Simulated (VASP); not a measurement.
Set up this calculation in VASP 6.6.1, as the native input.

- Task: single point
- Functional: PBE
- Potentials or basis: VASP PAW PBE potentials, release 64 (Sn_d, Te)
- Cutoff: 520 eV
- k mesh: 5 × 5 × 5
- Occupations: fermi-dirac, width 0.1 eV
- Spin: no spin polarisation
- Dipole correction: no
- Further INCAR settings: ALGO = Normal; EDIFF = 1e-06; NBANDS = 32

The structure of Sn3Te lies in POSCAR:

```
Sn3Te
1.0
    4.7408070218      0.0000000000      0.0000000000
    0.0000000000      4.7408070218      0.0000000000
    0.0000000000      0.0000000000      4.7408070218
Sn Te
3 1
Direct
    0.5000000000      0.5000000000      0.0000000000
    0.5000000000      0.0000000000      0.5000000000
    0.0000000000      0.5000000000      0.5000000000
    0.0000000000      0.0000000000      0.0000000000
```

The input as run:

INCAR

```
SYSTEM = Sn3Te
ALGO = Normal ; EDIFF = 1E-6
ENCUT = 520 ; GGA = PE
ISIF = 2 ; ISMEAR = -1
LASPH = .TRUE. ; LCHARG = .FALSE.
LREAL = .FALSE. ; LWAVE = .FALSE.
NBANDS = 32 ; NELM = 60
PREC = Accurate ; SIGMA = 0.1
```

KPOINTS

```
k-points
0
G
  5 5 5
  0 0 0
```

Potentials or basis: VASP PAW PBE potentials, release 64 (Sn_d, Te).

Run with:

```sh
$ cat potpaw_PBE.64/Sn_d/POTCAR potpaw_PBE.64/Te/POTCAR > POTCAR
$ mpirun -np 1 vasp_std > vasp.out
```

It gave:

| Property | Result |
| --- | --- |
| Pressure | 4.7 GPa |
| Band gap on the k mesh | zero (band 24 reaches 10.62 eV, above the bottom of band 25 at 8.24 eV) |

Caveat: spin-orbit coupling is left out, which moves the levels of the heavy elements.

It took 34 s on 1 thread of AMD EPYC 7R13, with other jobs on the host, peak memory 0.18 GiB.
